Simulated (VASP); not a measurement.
# BAs (F-43m) in VASP: notebook

Aim: see how the results for BAs move with the level of theory and the settings. Levels: PBEsol, PBE. Tasks: single point.

All numbers are computed with VASP 6.6.1; they aren't measurements. Logs are shortened: lines on timing, memory, paths and dates and some standing lists are left out, and cuts for length are marked.

## (1) The cell of the first run

Symmetry: F-43m, No. 216, cubic system. Conventional cell: a = 4.871 Å, b = 4.871 Å, c = 4.871 Å, α = 90.00°, β = 90.00°, γ = 90.00°. Within 2.8 Å of As (site symmetry -43m) lie 4 B at 2.11 Å. B (site symmetry -43m) has 4 As at 2.11 Å within 2.8 Å.

## (2) Single point, PBEsol, collinear spin, ferromagnetic start (volume scaled by 1.06)

INCAR

```
SYSTEM = BAs
PREC     = Accurate       ! precision mode
ENCUT    = 520            ! plane-wave cutoff, eV
EDIFF    = 1E-7           ! SCF threshold, eV
ISMEAR   = -1             ! smearing method
SIGMA    = 0.15           ! smearing width, eV
LREAL    = .False.        ! projectors in reciprocal space
LASPH    = .True.         ! aspherical terms in the spheres
NELM     = 150            ! most SCF steps
ALGO     = Normal         ! electronic algorithm
ISIF     = 2              ! what is computed and relaxed
LWAVE    = .False.        ! write WAVECAR
LCHARG   = .False.        ! write CHGCAR
ISPIN    = 2              ! spin polarisation
MAGMOM   = 0.5 0          ! initial moments
LORBIT   = 11             ! projections on sites
GGA      = PS             ! functional
NBANDS   = 15             ! bands
```

KPOINTS

```
regular mesh
0
Gamma
  10 10 10
  0 0 0
```

POSCAR

```
BAs
1.0
    0.0000000000      2.4353452264      2.4353452264
    2.4353452264      0.0000000000      2.4353452264
    2.4353452264      2.4353452264      0.0000000000
As B
1 1
Direct
    0.7500000000      0.7500000000      0.7500000000
    0.0000000000      0.0000000000      0.0000000000
```

Potentials or basis: VASP PAW PBE potentials, release 64 (As, B).

Run with:

```
$ cat potpaw_PBE.64/As/POTCAR potpaw_PBE.64/B/POTCAR > POTCAR
$ mpirun -np 1 vasp_std > vasp.out
```

OUTCAR:

```text
SYSTEM = BAs
   PREC = Accurate
   ENCUT = 520
   EDIFF = 1E-7
   ISMEAR = -1
   LREAL = .False.
   LASPH = .True.
   NELM = 150
   ISIF = 2
   ISPIN = 2
   LORBIT = 11
   GGA = PS

 ion  position               nearest neighbor table
   1  0.750  0.750  0.750-   2 2.11   2 2.11   2 2.11   2 2.11
   2  0.000  0.000  0.000-   1 2.11   1 2.11   1 2.11   1 2.11

  LATTYP: Found a face centered cubic cell.
 ALAT       =     4.8706904528

  Lattice vectors:

 A1 = (   0.0000000000,   2.4353452264,   2.4353452264)
 A2 = (   2.4353452264,   0.0000000000,   2.4353452264)
 A3 = (   2.4353452264,   2.4353452264,   0.0000000000)

Analysis of symmetry for initial positions (statically):
=====================================================================
 Subroutine PRICEL returns:
 Original cell was already a primitive cell.

 Routine SETGRP: Setting up the symmetry group for a
 face centered cubic supercell.

 Subroutine GETGRP returns: Found 24 space group operations
 (whereof 24 operations were pure point group operations)
 out of a pool of 48 trial point group operations.

The static configuration has the point symmetry T_d .

Analysis of symmetry for dynamics (positions and initial velocities):
=====================================================================
 Subroutine PRICEL returns:
 Original cell was already a primitive cell.

 Routine SETGRP: Setting up the symmetry group for a
 face centered cubic supercell.

 Subroutine GETGRP returns: Found 24 space group operations
 (whereof 24 operations were pure point group operations)
 out of a pool of 48 trial point group operations.

The dynamic configuration has the point symmetry T_d .

Analysis of structural, dynamic, and magnetic symmetry:
=====================================================================
 Subroutine PRICEL returns:
 Original cell was already a primitive cell.

 Routine SETGRP: Setting up the symmetry group for a
 face centered cubic supercell.

 Subroutine GETGRP returns: Found 24 space group operations
 (whereof 24 operations were pure point group operations)
 out of a pool of 48 trial point group operations.

The overall configuration has the point symmetry T_d .

 Subroutine INISYM returns: Found 24 space group operations
 (whereof 24 operations are pure point group operations),
 and found     1 'primitive' translations

----------------------------------------------------------------------------------------

                                     Primitive cell

  volume of cell :      28.8876

  direct lattice vectors                    reciprocal lattice vectors
     0.000000000  2.435345226  2.435345226    -0.205309701  0.205309701  0.205309701
     2.435345226  0.000000000  2.435345226     0.205309701 -0.205309701  0.205309701
     2.435345226  2.435345226  0.000000000     0.205309701  0.205309701 -0.205309701

  length of vectors
     3.444098248  3.444098248  3.444098248     0.355606833  0.355606833  0.355606833

  position of ions in fractional coordinates (direct lattice)
     0.750000000  0.750000000  0.750000000
     0.000000000  0.000000000  0.000000000

  ion indices of the primitive-cell ions
   primitive index   ion index
                 1           1
                 2           2

----------------------------------------------------------------------------------------

 KPOINTS: regular mesh

Automatic generation of k-mesh.
 Grid dimensions read from file:
 generate k-points for:   10   10   10

 Generating k-lattice:

  Cartesian coordinates                     Fractional coordinates (reciprocal lattice)
    -0.020530970  0.020530970  0.020530970     0.100000000  0.000000000  0.000000000
     0.020530970 -0.020530970  0.020530970     0.000000000  0.100000000  0.000000000
     0.020530970  0.020530970 -0.020530970     0.000000000  0.000000000  0.100000000

  Length of vectors
     0.035560683  0.035560683  0.035560683

  Shift w.r.t. Gamma in fractional coordinates (k-lattice)
     0.000000000  0.000000000  0.000000000

 Subroutine IBZKPT returns following result:
 ===========================================

 Found     47 irreducible k-points:

 Following reciprocal coordinates:
            Coordinates               Weight
  0.000000  0.000000  0.000000      1.000000
  0.100000  0.000000  0.000000      8.000000
  0.200000  0.000000  0.000000      8.000000
  0.300000  0.000000  0.000000      8.000000
  0.400000  0.000000  0.000000      8.000000
  0.500000  0.000000  0.000000      4.000000
[... 16 lines left out ...]
  0.300000  0.300000  0.000000      6.000000
  0.400000  0.300000  0.000000     24.000000
 [... further k-points ...]
   k-points           NKPTS =     47   k-points in BZ     NKDIM =     47   number of bands    NBANDS=     15
   number of dos      NEDOS =    301   number of ions     NIONS =      2
   total plane-waves  NPLWV =  21952
   dimension x,y,z NGX =    28 NGY =   28 NGZ =   28
   dimension x,y,z NGXF=    56 NGYF=   56 NGZF=   56
   ions per type =               1   1
   NGX,Y,Z   is equivalent  to a cutoff of  13.52, 13.52, 13.52 a.u.
   NGXF,Y,Z  is equivalent  to a cutoff of  27.03, 27.03, 27.03 a.u.
 SYSTEM =  BAs
   PREC   = accura    normal or accurate (medium, high low for compatibility)
   ISTART =      0    job   : 0-new  1-cont  2-samecut
   ICHARG =      2    charge: 1-file 2-atom 10-const
   ISPIN  =      2    spin polarized calculation?
   LNONCOLLINEAR =      F non collinear calculations
   LSORBIT =      F    spin-orbit coupling
   LASPH  =      T    aspherical Exc in radial PAW
   ENCUT  =  520.0 eV  38.22 Ry    6.18 a.u.   6.40  6.40  6.40*2*pi/ulx,y,z
   NELM   =    150;   NELMIN=  2; NELMDL= -5     # of ELM steps
   EDIFF  = 0.1E-06   stopping-criterion for ELM
   LREAL  =      F    real-space projection
   EDIFFG = 0.1E-05   stopping-criterion for IOM
   NSW    =      0    number of steps for IOM
   IBRION =     -1    ionic relax: 0-MD 1-quasi-New 2-CG
   NFREE  =      0    steps in history (QN), initial steepest desc. (CG)
   ISIF   =      2    stress and relaxation
   ISYM   =      2    0-nonsym 1-usesym 2-fastsym
   POTIM  = 0.5000    time-step for ionic-motion
   TEBEG  =    0.0;   TEEND  =   0.0 temperature during run
   PSTRESS=    0.0 pullay stress
   NELECT =       8.0000    total number of electrons
   NUPDOWN=      -1.0000    fix difference up-down
   EMIN   =  10.00;   EMAX   =-10.00  energy-range for DOS
   EFERMI =   0.00;   METHOD = LEGACY
   ISMEAR =    -1;   SIGMA  =   0.15  broadening in eV -4-tet -1-fermi 0-gaus
   EFERMI_NEDOS =   21; number of points for ismear=-14 and -15
   IALGO  =     38    algorithm
   IMIX   =      4    mixing-type and parameters
     AMIX     =   0.40;   BMIX     =  1.00
     AMIX_MAG =   1.60;   BMIX_MAG =  1.00
  volume/ion in A,a.u.               =      14.44        97.47
  Fermi-wavevector in a.u.,A,eV,Ry     =   1.067090  2.016507 15.492690  1.138681
  Thomas-Fermi vector in A             =   2.202695
   LORBIT       =     11    0 simple, 1 ext, 2 COOP (PROOUT), +10 PAW based schemes
   GGA     = PS    functional components
   LHFCALC =     F    Hartree Fock is set to
   AEXX    =    0.0000 exact exchange contribution
   IVDW    =     0    specifies the selected vdW correction
   LEPSILON=     F    determine dielectric tensor
   LRPA    =     F    only Hartree local field effects (RPA)
 spin polarized calculation
  energy-cutoff  :      520.00
  volume of cell :       28.89
 maximum number of plane-waves:       794
 NGX is ok and might be reduce to    28
   NGX = 13   NGY = 13   NGZ = 13

 number of electron       7.9999999 magnetization      -0.0000933

 number of electron       7.9999999 magnetization       0.0003381

 Free energy of the ion-electron system (eV)
  ---------------------------------------------------
  ext. energy  EPLUGINS =         0.00000000
  ---------------------------------------------------
  free energy    TOTEN  =       -12.16587916 eV

  energy without entropy =      -12.16509717  energy(sigma->0) =      -12.16548816

 E-fermi :   5.9464     XC(G=0): -10.4856

 val. band max:        5.4169633741   @ k =   0.0000   0.0000   0.0000
 cond. band min:       6.5496132086   @ k =   0.4000   0.4000   0.0000
 fundamental gap:      1.1326498345
 Fermi energy:         5.9464140815

 spin component 1

 k-point     1 :       0.0000    0.0000    0.0000
  band No.  band energies     occupation
      1      -9.5012      1.00000
      2       5.4168      0.97155
      3       5.4168      0.97155
      4       5.4168      0.97155
      5       8.5868      0.00000
      6       8.5868      0.00000
      7       8.5868      0.00000
      8       9.3727      0.00000
      9      14.4870      0.00000
     10      18.1122      0.00000
     11      18.1122      0.00000
     12      19.4074      0.00000
     13      19.4074      0.00000
     14      19.4074      0.00000
[... 403 lines left out ...]
      4       2.1150      1.00000
      5       7.0512      0.00063
      6       8.6842      0.00000
      7      13.8125      0.00000
      8      14.0815      0.00000
      9      16.9050      0.00000
     10      20.3704      0.00000
     11      20.8815      0.00000
     12      23.5266      0.00000
     13      23.9839      0.00000
     14      25.3863      0.00000
     15      25.8622      0.00000

 [... further k-points ...]

 spin component 2

 k-point     1 :       0.0000    0.0000    0.0000
  band No.  band energies     occupation
      1      -9.5010      1.00000
      2       5.4170      0.97152
      3       5.4170      0.97152
      4       5.4170      0.97152
      5       8.5871      0.00000
      6       8.5871      0.00000
      7       8.5871      0.00000
      8       9.3728      0.00000
      9      14.4867      0.00000
     10      18.1126      0.00000
     11      18.1126      0.00000
     12      19.4076      0.00000
     13      19.4076      0.00000
     14      19.4076      0.00000
[... 403 lines left out ...]
      4       2.1152      1.00000
      5       7.0514      0.00063
      6       8.6843      0.00000
      7      13.8127      0.00000
      8      14.0818      0.00000
      9      16.9051      0.00000
     10      20.3703      0.00000
     11      20.8819      0.00000
     12      23.5266      0.00000
     13      23.9841      0.00000
     14      25.3866      0.00000
     15      25.8624      0.00000

 [... further k-points ...]
[... 5 lines left out ...]
  --------------------------------------------------------------------------------------
  -------------------------------------------------------------------------------------
  Total       -1.3017087     -1.3017087     -1.3017087     -0.0000000     -0.0000000      0.0000000
  in kB      -72.1959437    -72.1959437    -72.1959437     -0.0000000     -0.0000000      0.0000000
  external PRESSURE =     -72.1959437 kB  Pullay stress =       0.0000000 kB

 VOLUME and BASIS-vectors are now :
 -----------------------------------------------------------------------------
  energy-cutoff  :      520.00
  volume of cell :       28.89
      direct lattice vectors                 reciprocal lattice vectors
     0.000000000  2.435345226  2.435345226    -0.205309701  0.205309701  0.205309701
     2.435345226  0.000000000  2.435345226     0.205309701 -0.205309701  0.205309701
     2.435345226  2.435345226  0.000000000     0.205309701  0.205309701 -0.205309701

 POSITION                                       TOTAL-FORCE (eV/Angst)
 -----------------------------------------------------------------------------------
      3.65302      3.65302      3.65302        -0.000000      0.000000      0.000000
      0.00000      0.00000      0.00000         0.000000     -0.000000     -0.000000
 -----------------------------------------------------------------------------------
    total drift:                                0.000000      0.000000      0.000000

  FREE ENERGIE OF THE ION-ELECTRON SYSTEM (eV)
  ---------------------------------------------------
  free  energy   TOTEN  =       -12.1658791579 eV

  energy  without entropy=      -12.1650971716  energy(sigma->0) =      -12.16548816

 total charge

# of ion       s       p       d       tot
------------------------------------------
    1        1.178   1.617   0.077   2.872
    2        0.647   1.108   0.000   1.756
--------------------------------------------------
tot          1.825   2.725   0.077   4.628

 magnetization (x)

# of ion       s       p       d       tot
------------------------------------------
    1       -0.000  -0.000   0.000  -0.000
    2       -0.000  -0.000   0.000  -0.000
--------------------------------------------------
tot         -0.000  -0.000   0.000  -0.000
```

It took 25 s on 1 thread of Intel Xeon Platinum 8488C (Sapphire Rapids), shared host; peak memory 0.18 GiB.

What came out:

| Item | Value |
| --- | --- |
| Free energy | -12.1659 eV |
| Pressure | -7.2 GPa |
| Band gap on the k mesh | 1.13 eV, indirect (least direct gap 3.17 eV) |
| Net moment | 0.00 μB per cell |
| Valence electrons inside the program's atomic spheres | As 2.87; B 1.76 |

Caveat: the cell differs from its parent crystal (volume scaled by 1.06); the PAW data sets were made with another functional, which shifts forces and pressure a little.

## (3) Single point, PBE

This run uses another cell than the first one, of 13.63 Å³/atom, 0.943 times its volume.

INCAR

```
SYSTEM = BAs
  ALGO = Normal
  EDIFF = 1E-7
  ENCUT = 520
  GGA = PE
  ISIF = 2
  ISMEAR = -1
  LASPH = .TRUE.
  LCHARG = .TRUE.
  LELF = .TRUE.
  LREAL = .FALSE.
  LVHAR = .TRUE.
  LWAVE = .FALSE.
  NBANDS = 11
  NELM = 60
  PREC = Accurate
  SIGMA = 0.02
```

KPOINTS

```
k-points
0
G
  6 6 6
  0 0 0
```

POSCAR

```
BAs
1.0
    0.0000000000      2.3885000000      2.3885000000
    2.3885000000      0.0000000000      2.3885000000
    2.3885000000      2.3885000000      0.0000000000
As B
1 1
Direct
    0.7500000000      0.7500000000      0.7500000000
    0.0000000000      0.0000000000      0.0000000000
```

Potentials or basis: VASP PAW PBE potentials, release 64 (As, B).

Run with:

```
$ cat potpaw_PBE.64/As/POTCAR potpaw_PBE.64/B/POTCAR > POTCAR
$ mpirun -np 1 vasp_std > vasp.out
```

It took 7.6 s on 1 thread of AMD EPYC 7R43 (Zen 3), shared host; peak memory 0.12 GiB.

The run converged. Its results:

* Free energy: -11.3877 eV
* Pressure: 3.5 GPa
* Band gap on the k mesh: 1.27 eV, indirect (least direct gap 3.27 eV)

Levels at points of the mesh, in eV from the valence-band top:
```
           k point  band 1  band 2  band 3  band 4  band 5  band 6  band 7  band 8  band 9
(0.00, 0.00, 0.00)  -15.40    0.00    0.00    0.00    3.27    3.27    3.27    4.69    9.58
(0.50, 0.00, 0.00)  -12.53   -8.79   -1.82   -1.82    2.69    4.78    4.78    8.86   12.72
(0.50, 0.50, 0.00)  -11.21   -8.53   -4.08   -4.08    1.42    1.44   11.37   11.37   12.87
```

A k mesh can miss the band edges.
